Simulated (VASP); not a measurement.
Runs of VASP 6.6.1 on HgPd. The structure is that of space group P4/mmm (No. 123), or close to it. The cells are those of the table. 

| task | cell | cutoff (eV) | gap on the mesh (eV) | pressure (GPa) |
| --- | --- | --- | --- | --- |
| relaxation of cell and atoms | relaxed from a = 2.979, b = 2.979, c = 3.703 Å, 2 atoms | 600 | none | 0.0 |
| relaxation of shape and atoms at fixed volume | relaxed from a = 2.971, b = 2.971, c = 3.651 Å, 2 atoms | 600 | none | 5.5 |
| single point | a = 2.992, b = 2.992, c = 3.675 Å, 2 atoms | 520 | none | 1.7 |
| single point | a = 3.013, b = 3.013, c = 3.696 Å, 2 atoms | 520 | none | (a) |
| relaxation of cell and atoms | relaxed to 8 GPa from a = 2.992, b = 2.992, c = 3.675 Å, 2 atoms | 600 | none | 8.0 |

Alike in all rows: level LDA; potentials or basis VASP PAW LDA potentials, release 64 (Hg, Pd); no spin polarisation; k mesh 14 × 14 × 12; smearing fermi-dirac 0.15 eV.

Problem. Fill in the values left out.

Solution. (a) -1.5.

Caveats: spin-orbit coupling is left out, which moves the levels of the heavy elements; the cell is relaxed towards a set pressure, so the run minimises the enthalpy, not the energy (at least some runs).

A k mesh can miss the band edges, and the runs leave out spin-orbit coupling on Hg, Pd.

A gap of «none» marks levels without a gap at the run's occupations.
